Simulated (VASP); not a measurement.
# Os: single point with LDA

Crystal: Os.

```
Os
1.0
    -1.50326    1.50326    1.50326
     1.50326   -1.50326    1.50326
     1.50326    1.50326   -1.50326
Os
1
Cartesian
  0.0000 0.0000 0.0000
```

This isn't the form of Os at room conditions, which is hcp.

```json
{
  "Program": "VASP 6.6.1",
  "Task": "single point",
  "Functional": "LDA",
  "Potentials or basis": "VASP PAW LDA potentials, release 64 (Os)",
  "Cutoff": "520 eV",
  "k mesh": "16 × 16 × 16",
  "Occupations": "fermi-dirac, width 0.1 eV",
  "Spin": "no spin polarisation",
  "Dipole correction": "no",
  "Further INCAR settings": "ALGO = Normal; EDIFF = 1e-07; NBANDS = 10"
}
```

| Quantity | Value |
| --- | --- |
| Pressure | 19.6 GPa |
| Band gap on the k mesh | zero (bands 4 and 5 overlap by 4.90 eV) |

Levels at points of the mesh, in eV from the Fermi level:
| k point | band 2 | band 3 | band 4 | band 5 | band 6 | band 7 |
| --- | --- | --- | --- | --- | --- | --- |
| (0.00, 0.00, 0.00) | -3.68 | -3.68 | -3.68 | -0.12 | -0.12 | 16.31 |
| (0.50, 0.00, 0.00) | -5.93 | -0.24 | -0.12 | 0.61 | 3.61 | 9.86 |
| (0.50, 0.50, 0.50) | -8.03 | 2.67 | 2.67 | 2.67 | 8.28 | 8.28 |

It took 28 s on 1 thread of Intel Xeon 8259CL, with other jobs on the host, peak memory 0.14 GiB.

Caveat: the cell stands under pressure; spin-orbit coupling is left out, which moves the levels of the heavy elements.
